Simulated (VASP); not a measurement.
The system is Ge.

```
Ge
1.0
     0.00000    2.82877    2.82877
     2.82877    0.00000    2.82877
     2.82877    2.82877    0.00000
Ge
2
Direct
  0.50000 0.50000 0.50000
  0.75000 0.75000 0.75000
```

Base run:

| Quantity | Value |
| --- | --- |
| Program | VASP 6.6.1 |
| Functional | PBEsol |
| Potentials or basis | VASP PAW PBE potentials, release 64 (Ge_d) |
| Cutoff | 520 eV |
| k mesh | 10 × 10 × 10 |
| Occupations | fermi-dirac, width 0.05 eV |
| Spin | no spin polarisation |

Its results: pressure 0.6 GPa.

Problem. The run is repeated on the same cell with these changes: functional from PBEsol to PBE; further incar settings from ALGO = Normal; EDIFF = 1e-08; NBANDS = 21 to ALGO = Normal; EDIFF = 1e-07; NBANDS = 21. What comes out?

Solution. Pressure 3.6 GPa.

Caveats: the PAW data sets were made with another functional, which shifts forces and pressure a little (some runs).
